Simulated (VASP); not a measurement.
## SiNi (NiAs type): single point with PBE

The system is SiNi (NiAs type).

```
Ni Si
1.0
     3.34440    0.00000    0.00000
    -1.67220    2.89634    0.00000
     0.00000    0.00000    4.64327
Ni Si
2 2
Direct
  0.00000 0.00000 0.00000
  0.00000 0.00000 0.50000
  0.33333 0.66667 0.25000
  0.66667 0.33333 0.75000
```

| Item | Value |
| --- | --- |
| Program | VASP 6.6.1 |
| Task | single point |
| Functional | PBE |
| Potentials or basis | VASP PAW PBE potentials, release 64 (Ni, Si) |
| Cutoff | 520 eV |
| k mesh | 11 × 11 × 7 |
| Occupations | fermi-dirac, width 0.1 eV |
| Spin | no spin polarisation |

- Pressure: 29.6 GPa
- Band gap on the k mesh: zero (bands 14 and 15 overlap by 5.32 eV)

Stress tensor (GPa, compression positive):
```
29.57  0.00  0.00
 0.00 29.57  0.00
 0.00  0.00 29.79
```

Levels at points of the mesh, in eV from the Fermi level:
```
           k point  band 10  band 11  band 12  band 13  band 14  band 15  band 16  band 17  band 18  band 19
(0.00, 0.00, 0.00)    -3.10    -1.78    -1.78     0.38     2.71     2.71     5.34     5.34     5.66     6.88
```

Run time: 120 s on 1 thread of Intel Xeon 8259CL, with other jobs on the host, peak memory 0.2 GiB.

Caveat: the cell stands under pressure. Spin polarisation is off, so any magnetic state and its effect on volume and gap are missing.
